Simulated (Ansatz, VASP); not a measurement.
# AgCl in VASP and in Ansatz

INCAR

```
ALGO     = Normal         # electronic algorithm
EDIFF    = 1E-6           # SCF threshold, eV
ENCUT    = 520            # plane-wave cutoff, eV
GGA      = PE             # functional
ISIF     = 2              # what is computed and relaxed
ISMEAR   = -1             # smearing method
LASPH    = True           # aspherical terms in the spheres
LCHARG   = False          # write CHGCAR
LREAL    = False          # projectors in reciprocal space
LWAVE    = False          # write WAVECAR
NBANDS   = 26             # bands
NELM     = 60             # most SCF steps
PREC     = Accurate       # precision mode
SIGMA    = 0.03           # smearing width, eV
```

KPOINTS

```
k-points
0
Gamma
  9 9 8
```

Contents of POSCAR:

```
AgCl
1.0
    1.9076035228     -5.6655757514      0.0000000000
    1.9076035228      5.6655757514      0.0000000000
    0.0000000000      0.0000000000      4.0009987977
Ag Cl
2 2
Direct
    0.3965554000      0.6034446000      0.7500000000
    0.6034446000      0.3965554000      0.2500000000
    0.8654487300      0.1345512700      0.2500000000
    0.1345512700      0.8654487300      0.7500000000
```

Input for Ansatz:

```yaml
crystal:
  lattice:
    - [1.9076035228, -5.6655757514, 0.0]
    - [1.9076035228, 5.6655757514, 0.0]
    - [0.0, 0.0, 4.0009987977]
  atoms:
    - { symbol: Ag, position: [0.3965554, 0.6034446, 0.75] }
    - { symbol: Ag, position: [0.6034446, 0.3965554, 0.25] }
    - { symbol: Cl, position: [0.86544873, 0.13455127, 0.25] }
    - { symbol: Cl, position: [0.13455127, 0.86544873, 0.75] }
kpoints:
  mp_grid: { grid: [9, 9, 8] }
  band_path:
    path:
      - [0.0, 0.0, 0.0]
      - [-0.5, 0.5, 0.0]
      - [-0.2783418463, 0.7216581537, 0.0]
      - [0.2783418463, 0.2783418463, 0.0]
      - [0.0, 0.0, 0.0]
      - [0.0, 0.0, 0.5]
      - [0.2783418463, 0.2783418463, 0.5]
      - [-0.2783418463, 0.7216581537, 0.5]
      - [-0.5, 0.5, 0.5]
    npoints: 5
scf:
  occupations: { method: fermi_dirac, width: 0.03 }
hamiltonian:
  xc: pbe
  pseudopotentials: { kind: all_electron, lapw: { basis_error: 0.001 } }
output:
  forces: true
  stress: true
  eigenvalues: true
```

Change from the starting cell: volume scaled by 1.06.

Alike in both runs: task single point; functional PBE; k mesh 9 × 9 × 8; occupations fermi-dirac, width 0.03 eV; no spin polarisation.

```csv
,VASP,Ansatz
version,VASP 6.6.1,Ansatz 0.2.0
potentials or method,"VASP PAW PBE potentials, release 64 (Ag, Cl), cutoff 520 eV","all-electron LAPW, scalar-relativistic"
```

|  | VASP | Ansatz | Ansatz less VASP |
| --- | --- | --- | --- |
| pressure (GPa) | -1.2 | -1.1 | +0.12 |
| traceless stress, the component that is largest in VASP (GPa) | 0.75 | 0.71 | -0.035 |
| rms of the force components (eV/Å) | 0.025 | 0.024 | -0.0011 |

Atom by atom the forces differ by 0.002 eV/Å (rms over components). Ansatz ran all-electron here, and VASP with PAW potentials.
